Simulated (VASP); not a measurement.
A run of VASP 6.6.1 is set up as follows.

File INCAR:

```
SYSTEM = SnS
ALGO = Normal
EDIFF = 1E-7
EDIFFG = -0.01
ENCUT = 500
GGA = PE
GGA_COMPAT = .FALSE.
IBRION = 2
ISIF = 3
ISMEAR = -1
KPAR = 4
LASPH = .TRUE.
LCHARG = .FALSE.
LREAL = .FALSE.
LWAVE = .FALSE.
NELM = 120
NELMIN = 4
NSW = 80
PREC = Accurate
SIGMA = 0.02
```

File KPOINTS:

```
k-points
0
G
  4 8 6
  0 0 0
```

Contents of POSCAR:

```
SnS
1.0
   11.2000000000      0.0000000000      0.0000000000
    0.0000000000      3.9870000000      0.0000000000
    0.0000000000      0.0000000000      4.3340000000
Sn S
4 4
Direct
    0.1194000000      0.2500000000      0.1198000000
    0.3806000000      0.7500000000      0.6198000000
    0.6194000000      0.2500000000      0.3802000000
    0.8806000000      0.7500000000      0.8802000000
    0.8508000000      0.2500000000      0.4793000000
    0.6492000000      0.7500000000      0.9793000000
    0.3508000000      0.2500000000      0.0207000000
    0.1492000000      0.7500000000      0.5207000000
```

Potentials or basis: VASP PAW PBE potentials, release 64 (Sn_d, S).

Command:

```sh
$ cat potpaw_PBE.64/Sn_d/POTCAR potpaw_PBE.64/S/POTCAR > POTCAR
$ mpirun -np 4 vasp_std > vasp.out
```

**Question.** Estimate the band gap on the k mesh.

**Answer.** 1.03 eV (least direct gap 1.32 eV).

**Question.** What does it give for the relaxed cell?

**Answer.** a = 11.451 Å, b = 4.027 Å, c = 4.434 Å, α = 90.00°, β = 90.00°, γ = 90.00°.

**Question.** Predict the space group after relaxing (to 0.1 Å).

**Answer.** Pnma (No. 62).

Final structure:
```xyz
8
Lattice="11.4513 0.0000 0.0000 0.0000 4.0271 0.0000 0.0000 0.0000 4.4337" Properties=species:S:1:pos:R:3 pbc="T T T"
Sn    1.3970    1.0068    0.5481
Sn    4.3286    3.0203    2.7650
Sn    7.1226    1.0068    1.6687
Sn   10.0543    3.0203    3.8856
S     9.7339    1.0068    2.1309
S     7.4430    3.0203    4.3477
S     4.0083    1.0068    0.0859
S     1.7174    3.0203    2.3028
```

Caveat: spin-orbit coupling is left out, which moves the levels of the heavy elements. Zero-point motion and thermal expansion aren't in these numbers.
